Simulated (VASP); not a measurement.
# Pt (Im-3m) in VASP: further runs

Runs on Pt. Level: r2SCAN. Tasks: single point.

All numbers are computed with VASP 6.6.1; they aren't measurements. Logs are shortened: lines on timing, memory, paths and dates and some standing lists are left out, and cuts for length are marked.

## Step 1: The cell of the first run

It takes space group Im-3m (No. 229, cubic). Conventional cell: a = 3.168 Å, b = 3.168 Å, c = 3.168 Å, α = 90.00°, β = 90.00°, γ = 90.00°. Within 3.6 Å of Pt (site symmetry m-3m) lie 14 Pt at 2.74 to 3.17 Å.

## Step 2: Single point, r2SCAN

Contents of POSCAR:

```
Pt
1.0
   -1.5842200000      1.5842200000      1.5842200000
    1.5842200000     -1.5842200000      1.5842200000
    1.5842200000      1.5842200000     -1.5842200000
Pt
1
Direct
    0.0000000000      0.0000000000      0.0000000000
```

Contents of INCAR.step1:

```
SYSTEM = Pt
ALGO = Normal ; EDIFF = 1E-4
ENCUT = 520 ; GGA = PE
ISMEAR = -1 ; LASPH = .TRUE.
LCHARG = .FALSE. ; LREAL = .FALSE.
LWAVE = .TRUE. ; NBANDS = 11
NELM = 100 ; PREC = Accurate
SIGMA = 0.08
```

Contents of INCAR.step2:

```
SYSTEM = Pt
ALGO = Normal ; EDIFF = 1E-6
ENCUT = 520 ; ISIF = 2
ISMEAR = -1 ; ISTART = 1
LASPH = .TRUE. ; LCHARG = .FALSE.
LMIXTAU = .TRUE. ; LREAL = .FALSE.
LWAVE = .FALSE. ; METAGGA = R2SCAN
NBANDS = 11 ; NELM = 100
PREC = Accurate ; SIGMA = 0.08
```

Contents of KPOINTS:

```
k-points
0
G
  13 13 13
  0 0 0
```

Potentials or basis: VASP PAW PBE potentials, release 64 (Pt).

Launch:

```bash
cat potpaw_PBE.64/Pt/POTCAR > POTCAR
cp INCAR.step1 INCAR
mpirun -np 1 vasp_std > vasp.out
cp INCAR.step2 INCAR
mpirun -np 1 vasp_std > vasp.out
```

OUTCAR:

```text
SYSTEM = Pt
   EDIFF = 1E-6
   ENCUT = 520
   ISIF = 2
   ISMEAR = -1
   ISTART = 1
   LASPH = .TRUE.
   LREAL = .FALSE.
   METAGGA = R2SCAN
   NELM = 100
   PREC = Accurate

 ion  position               nearest neighbor table
   1  0.000  0.000  0.000-

  LATTYP: Found a body centered cubic cell.
 ALAT       =     3.1684400000

  Lattice vectors:

 A1 = (  -1.5842200000,   1.5842200000,   1.5842200000)
 A2 = (   1.5842200000,  -1.5842200000,   1.5842200000)
 A3 = (   1.5842200000,   1.5842200000,  -1.5842200000)

Analysis of symmetry for initial positions (statically):
=====================================================================
 Subroutine PRICEL returns:
 Original cell was already a primitive cell.

 Routine SETGRP: Setting up the symmetry group for a
 body centered cubic supercell.

 Subroutine GETGRP returns: Found 48 space group operations
 (whereof 48 operations were pure point group operations)
 out of a pool of 48 trial point group operations.

The static configuration has the point symmetry O_h .

Analysis of symmetry for dynamics (positions and initial velocities):
=====================================================================
 Subroutine PRICEL returns:
 Original cell was already a primitive cell.

 Routine SETGRP: Setting up the symmetry group for a
 body centered cubic supercell.

 Subroutine GETGRP returns: Found 48 space group operations
 (whereof 48 operations were pure point group operations)
 out of a pool of 48 trial point group operations.

The dynamic configuration has the point symmetry O_h .

 Subroutine INISYM returns: Found 48 space group operations
 (whereof 48 operations are pure point group operations),
 and found     1 'primitive' translations

----------------------------------------------------------------------------------------

                                     Primitive cell

  volume of cell :      15.9040

  direct lattice vectors                    reciprocal lattice vectors
    -1.584220000  1.584220000  1.584220000     0.000000000  0.315612731  0.315612731
     1.584220000 -1.584220000  1.584220000     0.315612731  0.000000000  0.315612731
     1.584220000  1.584220000 -1.584220000     0.315612731  0.315612731  0.000000000

  length of vectors
     2.743949530  2.743949530  2.743949530     0.446343804  0.446343804  0.446343804

  position of ions in fractional coordinates (direct lattice)
     0.000000000  0.000000000  0.000000000

  ion indices of the primitive-cell ions
   primitive index   ion index
                 1           1

----------------------------------------------------------------------------------------

 KPOINTS: k-points

Automatic generation of k-mesh.
 Grid dimensions read from file:
 generate k-points for:   13   13   13

 Generating k-lattice:

  Cartesian coordinates                     Fractional coordinates (reciprocal lattice)
     0.000000000  0.024277902  0.024277902     0.076923077  0.000000000  0.000000000
     0.024277902  0.000000000  0.024277902     0.000000000  0.076923077  0.000000000
     0.024277902  0.024277902  0.000000000     0.000000000  0.000000000  0.076923077

  Length of vectors
     0.034334139  0.034334139  0.034334139

  Shift w.r.t. Gamma in fractional coordinates (k-lattice)
     0.000000000  0.000000000  0.000000000

 Subroutine IBZKPT returns following result:
 ===========================================

 Found     84 irreducible k-points:

 Following reciprocal coordinates:
            Coordinates               Weight
  0.000000  0.000000  0.000000      1.000000
  0.076923  0.000000  0.000000     12.000000
  0.153846  0.000000  0.000000     12.000000
  0.230769  0.000000  0.000000     12.000000
  0.307692  0.000000  0.000000     12.000000
  0.384615  0.000000  0.000000     12.000000
[... 16 lines left out ...]
  0.153846  0.076923  0.076923     24.000000
  0.230769  0.076923  0.076923     24.000000
 [... further k-points ...]
   k-points           NKPTS =     84   k-points in BZ     NKDIM =     84   number of bands    NBANDS=     11
   number of dos      NEDOS =    301   number of ions     NIONS =      1
   total plane-waves  NPLWV =   8000
   dimension x,y,z NGX =    20 NGY =   20 NGZ =   20
   dimension x,y,z NGXF=    40 NGYF=   40 NGZF=   40
   ions per type =               1
   NGX,Y,Z   is equivalent  to a cutoff of  12.12, 12.12, 12.12 a.u.
   NGXF,Y,Z  is equivalent  to a cutoff of  24.23, 24.23, 24.23 a.u.
 SYSTEM =  Pt
   PREC   = accura    normal or accurate (medium, high low for compatibility)
   ISTART =      1    job   : 0-new  1-cont  2-samecut
   ICHARG =      0    charge: 1-file 2-atom 10-const
   ISPIN  =      1    spin polarized calculation?
   LNONCOLLINEAR =      F non collinear calculations
   LSORBIT =      F    spin-orbit coupling
   LASPH  =      T    aspherical Exc in radial PAW
   ENCUT  =  520.0 eV  38.22 Ry    6.18 a.u.   5.10  5.10  5.10*2*pi/ulx,y,z
   NELM   =    100;   NELMIN=  2; NELMDL=  0     # of ELM steps
   EDIFF  = 0.1E-05   stopping-criterion for ELM
   LREAL  =      F    real-space projection
   EDIFFG = 0.1E-04   stopping-criterion for IOM
   NSW    =      0    number of steps for IOM
   IBRION =     -1    ionic relax: 0-MD 1-quasi-New 2-CG
   NFREE  =      0    steps in history (QN), initial steepest desc. (CG)
   ISIF   =      2    stress and relaxation
   ISYM   =      2    0-nonsym 1-usesym 2-fastsym
   POTIM  = 0.5000    time-step for ionic-motion
   TEBEG  =    0.0;   TEEND  =   0.0 temperature during run
   PSTRESS=    0.0 pullay stress
   NELECT =      10.0000    total number of electrons
   NUPDOWN=      -1.0000    fix difference up-down
   EMIN   =  10.00;   EMAX   =-10.00  energy-range for DOS
   EFERMI =   0.00;   METHOD = LEGACY
   ISMEAR =    -1;   SIGMA  =   0.08  broadening in eV -4-tet -1-fermi 0-gaus
   EFERMI_NEDOS =   21; number of points for ismear=-14 and -15
   IALGO  =     38    algorithm
   IMIX   =      4    mixing-type and parameters
     AMIX     =   0.40;   BMIX     =  1.00
     AMIX_MAG =   1.60;   BMIX_MAG =  1.00
  volume/ion in A,a.u.               =      15.90       107.33
  Fermi-wavevector in a.u.,A,eV,Ry     =   1.402510  2.650360 26.763132  1.967035
  Thomas-Fermi vector in A             =   2.525265
   LORBIT       =      0    0 simple, 1 ext, 2 COOP (PROOUT), +10 PAW based schemes
   METAGGA = R2SCAN    functional components
   LHFCALC =     F    Hartree Fock is set to
   AEXX    =    0.0000 exact exchange contribution
   IVDW    =     0    specifies the selected vdW correction
   LEPSILON=     F    determine dielectric tensor
   LRPA    =     F    only Hartree local field effects (RPA)
 non-spin polarized calculation
  energy-cutoff  :      520.00
  volume of cell :       15.90
 maximum number of plane-waves:       442
   NGX = 11   NGY = 11   NGZ = 11

 number of electron      10.0000000 magnetization

 Free energy of the ion-electron system (eV)
  ---------------------------------------------------
  ext. energy  EPLUGINS =         0.00000000
  ---------------------------------------------------
  free energy    TOTEN  =       -51.40504586 eV

  energy without entropy =      -51.38250071  energy(sigma->0) =      -51.39377329

 E-fermi :   9.9092     XC(G=0): -14.2278

 val. band max:        9.8583334187   @ k =  -0.3846  -0.4615   0.1538
 cond. band min:       9.9131859492   @ k =  -0.3846  -0.4615   0.2308
 fundamental gap:      0.0548525305
 Fermi energy:         9.9092435693

 k-point     1 :       0.0000    0.0000    0.0000
  band No.  band energies     occupation
      1       0.1788      2.00000
      2       6.2722      2.00000
      3       6.2722      2.00000
      4       6.2722      2.00000
      5       8.7466      2.00000
      6       8.7466      2.00000
      7      27.9326      0.00000
      8      27.9326      0.00000
      9      27.9326      0.00000
     10      38.2641      0.00000
     11      38.2642      0.00000

 k-point     2 :       0.0769    0.0000    0.0000
  band No.  band energies     occupation
      1       0.4272      2.00000
      2       6.1771      2.00000
      3       6.2730      2.00000
      4       6.4705      2.00000
      5       8.6285      2.00000
      6       8.7528      2.00000
      7      28.0353      0.00000
      8      28.0929      0.00000
      9      28.2922      0.00000
     10      35.5090      0.00000
     11      35.9586      0.00000

 k-point     3 :       0.1538    0.0000    0.0000
  band No.  band energies     occupation
      1       1.1290      2.00000
      2       5.9228      2.00000
      3       6.2559      2.00000
      4       7.0474      2.00000
      5       8.4040      2.00000
      6       8.7766      2.00000
      7      27.8817      0.00000
      8      27.9968      0.00000
      9      29.3214      0.00000
     10      33.6182      0.00000
     11      33.7817      0.00000

 k-point     4 :       0.2308    0.0000    0.0000
  band No.  band energies     occupation
      1       2.1040      2.00000
      2       5.5845      2.00000
      3       6.2865      2.00000
      4       7.9438      2.00000
      5       8.3141      2.00000
      6       8.8274      2.00000
      7      25.7667      0.00000
      8      27.1172      0.00000
      9      30.8803      0.00000
     10      32.9559      0.00000
     11      33.2353      0.00000
[... 239 lines left out ...]
 k-point    22 :       0.0769    0.0769    0.0769
  band No.  band energies     occupation
      1       1.5695      2.00000
      2       5.8658      2.00000
      3       5.8658      2.00000
      4       7.6868      2.00000
      5       8.5915      2.00000
      6       8.5915      2.00000
      7      27.8739      0.00000
      8      27.8739      0.00000
      9      29.0157      0.00000
     10      30.8054      0.00000
     11      35.5020      0.00000

 k-point    23 :       0.1538    0.0769    0.0769
  band No.  band energies     occupation
      1       2.5316      2.00000
      2       5.5155      2.00000
      3       5.7389      2.00000
      4       8.4779      2.00000
      5       8.7555      2.00000
      6       8.7821      2.00000
      7      25.8649      0.00000
      8      26.8194      0.00000
      9      28.2204      0.00000
     10      30.1001      0.00000
     11      36.3900      0.00000

 k-point    24 :       0.2308    0.0769    0.0769
  band No.  band energies     occupation
      1       3.3696      2.00000
      2       5.1984      2.00000
      3       6.0300      2.00000
      4       8.5190      2.00000
      5       8.8956      1.99999
      6      10.1146      0.14259
      7      22.4119      0.00000
      8      25.5087      0.00000
      9      26.8867      0.00000
     10      31.7052      0.00000
     11      37.2597      0.00000

 [... further k-points ...]
[... 5 lines left out ...]
  --------------------------------------------------------------------------------------
  -------------------------------------------------------------------------------------
  Total       -0.5738455     -0.5738455     -0.5738455     -0.0000000      0.0000000      0.0000000
  in kB      -57.8094810    -57.8094810    -57.8094810     -0.0000000      0.0000000      0.0000000
  external PRESSURE =     -57.8094810 kB  Pullay stress =       0.0000000 kB

 VOLUME and BASIS-vectors are now :
 -----------------------------------------------------------------------------
  energy-cutoff  :      520.00
  volume of cell :       15.90
      direct lattice vectors                 reciprocal lattice vectors
    -1.584220000  1.584220000  1.584220000     0.000000000  0.315612731  0.315612731
     1.584220000 -1.584220000  1.584220000     0.315612731  0.000000000  0.315612731
     1.584220000  1.584220000 -1.584220000     0.315612731  0.315612731  0.000000000

 POSITION                                       TOTAL-FORCE (eV/Angst)
 -----------------------------------------------------------------------------------
      0.00000      0.00000      0.00000         0.000000     -0.000000     -0.000000
 -----------------------------------------------------------------------------------
    total drift:                                0.000000     -0.000000      0.000000

  FREE ENERGIE OF THE ION-ELECTRON SYSTEM (eV)
  ---------------------------------------------------
  free  energy   TOTEN  =       -51.4050458592 eV

  energy  without entropy=      -51.3825007109  energy(sigma->0) =      -51.39377329
```

It took 22 s on 1 thread of AMD EPYC 9R45 (Zen 5), shared host; peak memory 0.1 GiB.

Results:

```
Free energy            : -51.4050 eV
Pressure               : -5.8 GPa
Band gap on the k mesh : zero (band 5 reaches 10.79 eV, above the bottom of band 6 at 8.59 eV)
```

Caveat: the PAW data sets were made with another functional, which shifts forces and pressure a little; spin-orbit coupling is left out, which moves the levels of the heavy elements.

## Step 3: Single point, r2SCAN, collinear spin, ferromagnetic start

POSCAR is that of step 2.

Contents of INCAR.step1:

```
ALGO = Normal ; EDIFF = 1E-4
ENCUT = 520 ; GGA = PE
ISMEAR = -1 ; ISPIN = 2
LASPH = T ; LCHARG = F
LMAXMIX = 4 ; LREAL = F
LWAVE = T ; MAGMOM = 0.6
NBANDS = 15 ; NELM = 150
PREC = Accurate ; SIGMA = 0.08
```

Contents of INCAR.step2:

```
ALGO = Normal ; EDIFF = 1E-6
ENCUT = 520 ; ISIF = 2
ISMEAR = -1 ; ISPIN = 2
ISTART = 1 ; LASPH = T
LCHARG = F ; LMAXMIX = 4
LMIXTAU = T ; LORBIT = 11
LREAL = F ; LWAVE = F
MAGMOM = 0.6 ; METAGGA = R2SCAN
NBANDS = 15 ; NELM = 150
PREC = Accurate ; SIGMA = 0.08
```

Contents of KPOINTS:

```
k-points
0
Gamma
  13 13 13
```

Potentials or basis: VASP PAW PBE potentials, release 64 (Pt).

Launch:

```bash
cat potpaw_PBE.64/Pt/POTCAR > POTCAR
cp INCAR.step1 INCAR
mpirun -np 1 vasp_std > vasp.out
cp INCAR.step2 INCAR
mpirun -np 1 vasp_std > vasp.out
```

Run time: 71 s. Hardware: 1 thread of AMD EPYC 9R45 (Zen 5), shared host; peak memory 0.12 GiB.

It converged, with:

```
Free energy                                           : -51.4050 eV
Pressure                                              : -5.8 GPa
Band gap on the k mesh                                : zero (filled and empty bands overlap)
Net moment                                            : 0.00 μB per cell
Valence electrons inside the program's atomic spheres : Pt 9.19
```

Levels at points of the mesh, in eV from the Fermi level:
Spin up:
```csv
k point,band 3,band 4,band 5,band 6,band 7,band 8
"(0.00, 0.00, 0.00)",-3.64,-3.64,-1.16,-1.16,18.02,18.02
```
Spin down:
```csv
k point,band 2,band 3,band 4,band 5,band 6,band 7,band 8,band 9
"(0.00, 0.00, 0.00)",-3.64,-3.64,-3.64,-1.16,-1.16,18.02,18.02,18.02
```

Caveat: the PAW data sets were made with another functional, which shifts forces and pressure a little; spin-orbit coupling is left out, which moves the levels of the heavy elements.

## Step 4: Single point, r2SCAN, collinear spin, ferromagnetic start

POSCAR is that of step 3.

Contents of INCAR.step1:

```
SYSTEM = Pt
  PREC = Accurate
  ENCUT = 520
  ISMEAR = -1
  SIGMA = 0.08
  LREAL = .FALSE.
  LASPH = .TRUE.
  NELM = 150
  ISPIN = 2
  MAGMOM = 0.1
  NUPDOWN = 0.1
  LMAXMIX = 4
  NBANDS = 15
  GGA = PE
  ALGO = Normal
  EDIFF = 1E-4
  LWAVE = .TRUE.
  LCHARG = .FALSE.
```

Contents of INCAR.step2:

```
SYSTEM = Pt
  PREC = Accurate
  ENCUT = 520
  EDIFF = 1E-6
  ISMEAR = -1
  SIGMA = 0.08
  LREAL = .FALSE.
  LASPH = .TRUE.
  NELM = 150
  ALGO = Normal
  ISIF = 2
  LWAVE = .FALSE.
  LCHARG = .FALSE.
  ISPIN = 2
  MAGMOM = 0.1
  LORBIT = 11
  NUPDOWN = 0.1
  LMAXMIX = 4
  METAGGA = R2SCAN
  LMIXTAU = .TRUE.
  NBANDS = 15
  ISTART = 1
```

Contents of KPOINTS:

```
regular mesh
0
G
  13 13 13
  0 0 0
```

Launch:

```bash
cat potpaw_PBE.64/Pt/POTCAR > POTCAR
cp INCAR.step1 INCAR
mpirun -np 1 vasp_std > vasp.out
cp INCAR.step2 INCAR
mpirun -np 1 vasp_std > vasp.out
```

Run time: 64 s. Hardware: 1 thread of AMD EPYC 9R45 (Zen 5), shared host; peak memory 0.12 GiB.

The run converged. Its results:

| Quantity | Value |
| --- | --- |
| Free energy | -51.4029 eV |
| Pressure | -5.7 GPa |
| Net moment | 0.10 μB per cell |
| Site moments | Pt +0.10 μB |
| Valence electrons inside the program's atomic spheres | Pt 9.19 |

Caveat: the PAW data sets were made with another functional, which shifts forces and pressure a little; spin-orbit coupling is left out, which moves the levels of the heavy elements; the total moment is fixed, so each spin has its own Fermi level.

## Step 5: Summary

| spin | fixed moment (μB) | gap on the mesh (eV) | pressure (GPa) | moment (μB) |
| --- | --- | --- | --- | --- |
| off | - | none | -5.8 | - |
| collinear, ferromagnetic start | - | none | -5.8 | 0.00 |
| collinear, ferromagnetic start | 0.1 | - | -5.7 | 0.10 |

Alike in all rows: task single point; level r2SCAN; potentials or basis VASP PAW PBE potentials, release 64 (Pt); cell as given; k mesh 13 × 13 × 13; cutoff (eV) 520; smearing fermi-dirac 0.08 eV.

Caveats: the PAW data sets were made with another functional, which shifts forces and pressure a little; spin-orbit coupling is left out, which moves the levels of the heavy elements; the total moment is fixed, so each spin has its own Fermi level (some runs).

Absolute energies hang on the potentials; compare differences alone.
